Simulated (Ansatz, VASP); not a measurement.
# One calculation of HfB2, two programs

```
CELL_PARAMETERS angstrom
3.13593 0.00000 0.00000
-1.56797 2.71580 0.00000
0.00000 0.00000 3.48113
ATOMIC_POSITIONS crystal
Hf 0.00000 0.00000 0.00000
B 0.33333 0.66667 0.50000
B 0.66667 0.33333 0.50000
```

Alike in both runs: functional r2SCAN; k mesh 15 × 15 × 12; occupations gaussian, width 0.1 eV; no spin polarisation.

Ansatz relaxed the structure, and its values are those at the end. VASP's run is a single point on that final structure, the one shown.

```csv
,VASP,Ansatz
version,VASP 6.6.1,Ansatz 0.2.0
potentials or method,"VASP PAW PBE potentials, release 64 (Hf_pv, B), cutoff 520 eV","scalar-relativistic, plane waves, PAW"
valence electrons in the cell,16,32
```

Ansatz gave:

| Quantity | Value |
| --- | --- |
| gap on the k mesh at the Fermi level (eV) | none |
| pressure (GPa) | 0.0 |

Task: Estimate VASP's values.

Result: gap on the k mesh at the Fermi level (eV): none; pressure (GPa): -0.6.

VASP's potentials were made for PBE, not for r2SCAN. A gap of «none» marks a metal or a gap that the smearing closes. With one functional, cell and mesh, what is left measures potentials, basis and numerics. VASP's potentials hold 16 valence electrons a cell and Ansatz's 32, so a difference there can come from the potentials and not from the codes.

Spin-orbit coupling is off throughout.
